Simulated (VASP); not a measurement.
# ZrC (Fm-3m) in VASP: further runs, part 2 of 2

VASP 6.6.1.

## 4. Single point, r2SCAN+D4 (13.53 Å³/atom)

This run uses another cell than the first one, of 13.53 Å³/atom.

The input, POSCAR:

```
ZrC
1.0
    0.0000000000      2.3825931122      2.3825931122
    2.3825931122      0.0000000000      2.3825931122
    2.3825931122      2.3825931122      0.0000000000
Zr C
1 1
Direct
    0.5000000000      0.5000000000      0.5000000000
    0.0000000000      0.0000000000      0.0000000000
```

The input, INCAR.step1:

```
PREC     = Accurate       # precision mode
ENCUT    = 660            # plane-wave cutoff, eV
ISMEAR   = 0              # smearing method
SIGMA    = 0.05           # smearing width, eV
LREAL    = False          # projectors in reciprocal space
LASPH    = True           # aspherical terms in the spheres
NELM     = 120            # most SCF steps
NBANDS   = 15             # bands
GGA      = PE             # functional
ALGO     = Normal         # electronic algorithm
EDIFF    = 1E-5           # SCF threshold, eV
LWAVE    = True           # write WAVECAR
LCHARG   = False          # write CHGCAR
GGA_COMPAT= False
```

The input, INCAR.step2:

```
PREC     = Accurate       # precision mode
ENCUT    = 660            # plane-wave cutoff, eV
EDIFF    = 1E-6           # SCF threshold, eV
ISMEAR   = 0              # smearing method
SIGMA    = 0.05           # smearing width, eV
LREAL    = False          # projectors in reciprocal space
LASPH    = True           # aspherical terms in the spheres
NELM     = 120            # most SCF steps
ALGO     = Normal         # electronic algorithm
ISIF     = 2              # what is computed and relaxed
LWAVE    = False          # write WAVECAR
LCHARG   = False          # write CHGCAR
METAGGA  = R2SCAN         # meta-GGA
LMIXTAU  = True         
IVDW     = 13             # dispersion correction
VDW_S6   = 1.0          
VDW_S8   = 0.6018749    
VDW_A1   = 0.51559235   
VDW_A2   = 5.77342911   
NBANDS   = 15             # bands
ISTART   = 1            
GGA_COMPAT= False
```

The input, KPOINTS:

```
Automatic mesh
0
Gamma
  8 8 8
```

Potentials or basis: VASP PAW PBE potentials, release 64 (Zr_sv, C).

Run with:

```
$ cat potpaw_PBE.64/Zr_sv/POTCAR potpaw_PBE.64/C/POTCAR > POTCAR
$ cp INCAR.step1 INCAR
$ mpirun -np 1 vasp_std > vasp.out
$ cp INCAR.step2 INCAR
$ mpirun -np 1 vasp_std > vasp.out
```

OUTCAR:

```text
PREC = Accurate
   ENCUT = 660
   EDIFF = 1E-6
   ISMEAR = 0
   LREAL = False
   LASPH = True
   NELM = 120
   ISIF = 2
   METAGGA = R2SCAN
   IVDW = 13
   ISTART = 1

 ion  position               nearest neighbor table
   1  0.500  0.500  0.500-   2 2.38   2 2.38   2 2.38   2 2.38   2 2.38   2 2.38
   2  0.000  0.000  0.000-   1 2.38   1 2.38   1 2.38   1 2.38   1 2.38   1 2.38

  LATTYP: Found a face centered cubic cell.
 ALAT       =     4.7651862244

  Lattice vectors:

 A1 = (   0.0000000000,   2.3825931122,   2.3825931122)
 A2 = (   2.3825931122,   0.0000000000,   2.3825931122)
 A3 = (   2.3825931122,   2.3825931122,   0.0000000000)

Analysis of symmetry for initial positions (statically):
=====================================================================
 Subroutine PRICEL returns:
 Original cell was already a primitive cell.

 Routine SETGRP: Setting up the symmetry group for a
 face centered cubic supercell.

 Subroutine GETGRP returns: Found 48 space group operations
 (whereof 48 operations were pure point group operations)
 out of a pool of 48 trial point group operations.

The static configuration has the point symmetry O_h .

Analysis of symmetry for dynamics (positions and initial velocities):
=====================================================================
 Subroutine PRICEL returns:
 Original cell was already a primitive cell.

 Routine SETGRP: Setting up the symmetry group for a
 face centered cubic supercell.

 Subroutine GETGRP returns: Found 48 space group operations
 (whereof 48 operations were pure point group operations)
 out of a pool of 48 trial point group operations.

The dynamic configuration has the point symmetry O_h .

 Subroutine INISYM returns: Found 48 space group operations
 (whereof 48 operations are pure point group operations),
 and found     1 'primitive' translations

[... 123 lines left out ...]
   LEPSILON=     F    determine dielectric tensor
   LRPA    =     F    only Hartree local field effects (RPA)
 non-spin polarized calculation
 Gauss-broadening in eV      SIGMA  =   0.05
  energy-cutoff  :      660.00
  volume of cell :       27.05
 maximum number of plane-waves:      1056
   NGX = 15   NGY = 15   NGZ = 15

 number of electron      16.0000000 magnetization

 Free energy of the ion-electron system (eV)
  ---------------------------------------------------
  ext. energy  EPLUGINS =         0.00000000
  ---------------------------------------------------
  free energy    TOTEN  =       -34.70279405 eV

  energy without entropy =      -34.70189504  energy(sigma->0) =      -34.70234454

 E-fermi :   9.1348     XC(G=0): -12.7188

 val. band max:        8.9561570065   @ k =   0.3750   0.3750   0.0000
 cond. band min:       9.1449681607   @ k =   0.5000   0.5000   0.0000
 fundamental gap:      0.1888111542
 Fermi energy:         9.1348140043

 k-point     1 :       0.0000    0.0000    0.0000
  band No.  band energies     occupation
      1     -40.8079      2.00000
      2     -17.8343      2.00000
      3     -17.8343      2.00000
      4     -17.8343      2.00000
      5      -2.7066      2.00000
      6      10.0948      0.00000
      7      10.0948      0.00000
      8      10.0948      0.00000
      9      10.4777      0.00000
     10      10.4777      0.00000
     11      10.4777      0.00000
     12      12.0244      0.00000
     13      12.0244      0.00000
     14      16.6535      0.00000
[... 401 lines left out ...]
      2     -18.4770      2.00000
      3     -18.0966      2.00000
      4     -17.9682      2.00000
      5      -0.3943      2.00000
      6       4.8892      2.00000
      7       6.5832      2.00000
      8       6.7154      2.00000
      9      12.6982      0.00000
     10      13.1358      0.00000
     11      14.5270      0.00000
     12      17.1871      0.00000
     13      17.9598      0.00000
     14      19.6507      0.00000
     15      23.1997      0.00000

 [... further k-points ...]

------------------------ aborting loop because EDIFF is reached ----------------------------------------

  DFT-D4 for vdW energy calculation

  Edisp (eV):   -0.17147

  FORCE on cell =-STRESS in cart. coord.  units (eV):
  Direction    XX          YY          ZZ          XY          YZ          ZX
  --------------------------------------------------------------------------------------
  -------------------------------------------------------------------------------------
  Total      -1.40250    -1.40250    -1.40250     0.00000     0.00000     0.00000
  in kB     -83.06778   -83.06778   -83.06778     0.00000     0.00000     0.00000
  external pressure =      -83.07 kB  Pullay stress =        0.00 kB

 VOLUME and BASIS-vectors are now :
 -----------------------------------------------------------------------------
  energy-cutoff  :      660.00
  volume of cell :       27.05
      direct lattice vectors                 reciprocal lattice vectors
     0.000000000  2.382593112  2.382593112    -0.209855387  0.209855387  0.209855387
     2.382593112  0.000000000  2.382593112     0.209855387 -0.209855387  0.209855387
     2.382593112  2.382593112  0.000000000     0.209855387  0.209855387 -0.209855387

 POSITION                                       TOTAL-FORCE (eV/Angst)
 -----------------------------------------------------------------------------------
      2.38259      2.38259      2.38259        -0.000000     -0.000000     -0.000000
      0.00000      0.00000      0.00000         0.000000      0.000000      0.000000
 -----------------------------------------------------------------------------------
    total drift:                                0.000000      0.000000      0.000000

  FREE ENERGIE OF THE ION-ELECTRON SYSTEM (eV)
  ---------------------------------------------------
  free  energy   TOTEN  =       -34.8742680776 eV

  energy  without entropy=      -34.8733690696  energy(sigma->0) =      -34.87381857
```

Run time: 2.4 min. Hardware: 1 thread of Intel Xeon 8259CL, shared host; peak memory 0.14 GiB.

Results:

| Item | Value |
| --- | --- |
| Free energy | -34.8743 eV |
| Pressure | -8.3 GPa |
| Band gap on the k mesh | zero (bands 8 and 9 overlap by 1.27 eV) |
| Dispersion energy per atom | -0.086 eV |

Levels at points of the mesh, in eV from the Fermi level:
| k point | band 5 | band 6 | band 7 | band 8 | band 9 | band 10 | band 11 | band 12 |
| --- | --- | --- | --- | --- | --- | --- | --- | --- |
| (0.00, 0.00, 0.00) | -11.84 | 0.96 | 0.96 | 0.96 | 1.34 | 1.34 | 1.34 | 2.89 |
| (0.50, 0.00, 0.00) | -8.93 | -5.26 | -2.92 | -2.92 | 4.64 | 4.64 | 5.50 | 6.84 |
| (0.50, 0.50, 0.00) | -10.68 | -2.22 | -1.45 | 0.01 | 0.01 | 4.45 | 5.73 | 5.73 |

Caveat: the cell stands under tension; the PAW data sets were made with another functional, which shifts forces and pressure a little.

## 5. Single point, r2SCAN (13.33 Å³/atom)

This run uses another cell than the first one, of 13.33 Å³/atom.

The input, POSCAR:

```
ZrC
1.0
    0.0000000000      2.3711589511      2.3711589511
    2.3711589511      0.0000000000      2.3711589511
    2.3711589511      2.3711589511      0.0000000000
Zr C
1 1
Direct
    0.5000000000      0.5000000000      0.5000000000
    0.0000000000      0.0000000000      0.0000000000
```

The input, INCAR.step1:

```
  ALGO = Normal
  EDIFF = 1E-5
  ENCUT = 660
  GGA = PE
  GGA_COMPAT = False
  ISMEAR = 0
  LASPH = True
  LCHARG = False
  LREAL = False
  LWAVE = True
  NBANDS = 15
  NELM = 120
  PREC = Accurate
  SIGMA = 0.05
```

The input, INCAR.step2:

```
  ALGO = Normal
  EDIFF = 1E-6
  ENCUT = 660
  GGA_COMPAT = False
  ISIF = 2
  ISMEAR = 0
  ISTART = 1
  LASPH = True
  LCHARG = True
  LELF = True
  LMIXTAU = True
  LREAL = False
  LVHAR = True
  LWAVE = False
  METAGGA = R2SCAN
  NBANDS = 15
  NELM = 120
  PREC = Accurate
  SIGMA = 0.05
```

The input, KPOINTS:

```
k-points
0
Gamma
  8 8 8
```

Run with:

```
$ cat potpaw_PBE.64/Zr_sv/POTCAR potpaw_PBE.64/C/POTCAR > POTCAR
$ cp INCAR.step1 INCAR
$ mpirun -np 1 vasp_std > vasp.out
$ cp INCAR.step2 INCAR
$ mpirun -np 1 vasp_std > vasp.out
```

Wall time 3.3 min (1 thread of Intel Xeon 8259CL, shared host); peak memory 0.14 GiB.

Results (log left out):

| Item | Value |
| --- | --- |
| Free energy | -34.7164 eV |
| Pressure | -4.3 GPa |
| Band gap on the k mesh | zero (bands 8 and 9 overlap by 1.30 eV) |

Levels at points of the mesh, in eV from the Fermi level:
| k point | band 6 | band 7 | band 8 | band 9 | band 10 | band 11 |
| --- | --- | --- | --- | --- | --- | --- |
| (0.00, 0.00, 0.00) | 0.96 | 0.96 | 0.96 | 1.35 | 1.35 | 1.35 |
| (0.50, 0.00, 0.00) | -5.32 | -2.97 | -2.97 | 4.71 | 4.71 | 5.59 |
| (0.50, 0.50, 0.00) | -2.20 | -1.50 | 0.02 | 0.02 | 4.53 | 5.84 |

Caveat: the cell stands under tension; the PAW data sets were made with another functional, which shifts forces and pressure a little.

## 6. The runs side by side

```tsv
level	cell	gap on the mesh (eV)	pressure (GPa)
r2SCAN	a = 3.331 Å, angles 60.0°, 2 atoms	none	0.1
r2SCAN+D4	a = 3.348 Å, angles 60.0°, 2 atoms	none	-4.3
r2SCAN+D4	a = 3.369 Å, angles 60.0°, 2 atoms	none	-8.3
r2SCAN	a = 3.353 Å, angles 60.0°, 2 atoms	none	-4.3
```

Alike in all rows: task single point; potentials or basis VASP PAW PBE potentials, release 64 (Zr_sv, C); no spin polarisation; k mesh 8 × 8 × 8; cutoff (eV) 660; smearing gaussian 0.05 eV.

Caveats: the PAW data sets were made with another functional, which shifts forces and pressure a little; the cell stands under tension (at least some runs).

Absolute energies hang on the potentials; compare differences alone.

The gap in the log of VASP goes by the Fermi energy; the results here count the filled bands.